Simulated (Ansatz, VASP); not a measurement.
## Pb in VASP and in Ansatz

```
Pb
1.0
     3.34080    0.00000    0.00000
    -1.67040    2.89322    0.00000
     0.00000    0.00000    5.36640
Pb
2
Direct
  0.33333 0.66667 0.25000
  0.66667 0.33333 0.75000
```

Change from the starting cell: strain -0.040 along x and y, -0.040 along z, atoms carried along.

Alike in both runs: task single point; functional PBEsol; k mesh 18 × 18 × 10; occupations gaussian, width 0.15 eV; no spin polarisation.

|  | VASP | Ansatz |
| --- | --- | --- |
| version | VASP 6.6.1 | Ansatz 0.2.0 |
| potentials or method | VASP PAW PBE potentials, release 64 (Pb_d), cutoff 520 eV | scalar-relativistic, plane waves, PAW |
| valence electrons in the cell | 28 | 28 |

```tsv
	VASP	Ansatz	Ansatz less VASP
gap on the k mesh at the Fermi level (eV)	none	none	-
pressure (GPa)	9.4	9.5	+0.12
traceless stress, the component that is largest in VASP (GPa)	1.60	1.60	-0.008
```

VASP's potentials were made for PBE, not for PBEsol. A gap of «none» marks a metal or a gap that the smearing closes.

Spin-orbit coupling is off throughout.
